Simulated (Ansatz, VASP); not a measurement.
## Two plane-wave programs on W

File INCAR:

```
SYSTEM = W
PREC     = Accurate       ! precision mode
ENCUT    = 520            ! plane-wave cutoff, eV
EDIFF    = 1E-6           ! SCF threshold, eV
ISMEAR   = -1             ! smearing method
SIGMA    = 0.15           ! smearing width, eV
LREAL    = .False.        ! projectors in reciprocal space
LASPH    = .True.         ! aspherical terms in the spheres
NELM     = 80             ! most SCF steps
ALGO     = Normal         ! electronic algorithm
ISIF     = 2              ! what is computed and relaxed
LWAVE    = .False.        ! write WAVECAR
LCHARG   = .False.        ! write CHGCAR
GGA      = PE             ! functional
NBANDS   = 13             ! bands
```

File KPOINTS:

```
Automatic mesh
0
Gamma
  13 13 13
  0 0 0
```

POSCAR

```
W
1.0
   -1.5962870840      1.5962870840      1.5962870840
    1.5962870840     -1.5962870840      1.5962870840
    1.5962870840      1.5962870840     -1.5962870840
W
1
Direct
    0.0000000000      0.0000000000      0.0000000000
```

Input for Ansatz:

```yaml
crystal:
  lattice:
    - [-1.596287084020397, 1.596287084020397, 1.596287084020397]
    - [1.596287084020397, -1.596287084020397, 1.596287084020397]
    - [1.596287084020397, 1.596287084020397, -1.596287084020397]
  atoms:
    - { symbol: W, position: [0.0, 0.0, 0.0] }
basis:
  ecutwfc: 489.804952427784
kpoints:
  mp_grid:
    grid: [13, 13, 13]
hamiltonian:
  xc: pbe
scf:
  occupations:
    method: fermi_dirac
    width: 0.15
output:
  stress: true
```

Alike in both runs: task single point; functional PBE; k mesh 13 × 13 × 13; occupations fermi-dirac, width 0.15 eV; no spin polarisation.

|  | VASP | Ansatz |
| --- | --- | --- |
| version | VASP 6.6.1 | Ansatz 0.2.0 |
| potentials or method | VASP PAW PBE potentials, release 64 (W_sv), cutoff 520 eV | plane waves, PAW |
| valence electrons in the cell | 14 | 14 |

Ansatz gave:

```
pressure (GPa) : -2.6
```

What did VASP give for the same quantities?

Pressure (GPa): -2.2.

Spin-orbit coupling is off throughout.
